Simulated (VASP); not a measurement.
Wanted: the native input for a VASP 6.6.1 run.

* Task: single point
* Functional: r2SCAN
* Potentials or basis: VASP PAW PBE potentials, release 64 (Al, Cu)
* Cutoff: 520 eV
* k mesh: 12 × 12 × 12
* Occupations: gaussian, width 0.1 eV
* Spin: no spin polarisation
* Dipole correction: no
* Further INCAR settings: ALGO = Normal; EDIFF = 1e-07; NBANDS = 26

The system is AlCu3.

```xyz
4
Lattice="3.6050 0.0000 0.0000 0.0000 3.6050 0.0000 0.0000 0.0000 3.6050" Properties=species:S:1:pos:R:3 pbc="T T T"
Al    0.0000    0.0000    0.0000
Cu    1.8025    1.8025    0.0000
Cu    1.8025    0.0000    1.8025
Cu    0.0000    1.8025    1.8025
```

The input as run:

POSCAR

```
AlCu3
1.0
    3.6050277972      0.0000000000      0.0000000000
    0.0000000000      3.6050277972      0.0000000000
    0.0000000000      0.0000000000      3.6050277972
Al Cu
1 3
Direct
    0.0000000000      0.0000000000      0.0000000000
    0.5000000000      0.5000000000      0.0000000000
    0.5000000000      0.0000000000      0.5000000000
    0.0000000000      0.5000000000      0.5000000000
```

INCAR.step1

```
SYSTEM = AlCu3
PREC = Accurate ; ENCUT = 520
ISMEAR = 0 ; SIGMA = 0.1
LREAL = .FALSE. ; LASPH = .TRUE.
NELM = 60 ; NBANDS = 26
GGA = PE ; ALGO = Normal
EDIFF = 1E-4 ; LWAVE = .TRUE.
LCHARG = .FALSE.
```

INCAR.step2

```
SYSTEM = AlCu3
PREC = Accurate ; ENCUT = 520
EDIFF = 1E-7 ; ISMEAR = 0
SIGMA = 0.1 ; LREAL = .FALSE.
LASPH = .TRUE. ; NELM = 60
ALGO = Normal ; ISIF = 2
LWAVE = .FALSE. ; LCHARG = .TRUE.
METAGGA = R2SCAN ; LMIXTAU = .TRUE.
LELF = .TRUE. ; LVHAR = .TRUE.
NBANDS = 26 ; ISTART = 1
```

KPOINTS

```
regular mesh
0
G
  12 12 12
  0 0 0
```

Potentials or basis: VASP PAW PBE potentials, release 64 (Al, Cu).

Launch:

```sh
$ cat potpaw_PBE.64/Al/POTCAR potpaw_PBE.64/Cu/POTCAR > POTCAR
$ cp INCAR.step1 INCAR
$ mpirun -np 1 vasp_std > vasp.out
$ cp INCAR.step2 INCAR
$ mpirun -np 1 vasp_std > vasp.out
```

Results of the run:

```json
{"Pressure": "5.2 GPa", "Band gap on the k mesh": "zero (bands 18 and 19 overlap by 5.94 eV)"}
```

Caveat: the cell stands under pressure; the PAW data sets were made with another functional, which shifts forces and pressure a little.

It took 6.3 min on 1 thread of Intel Xeon 8259CL (shared host), peak memory 0.23 GiB.
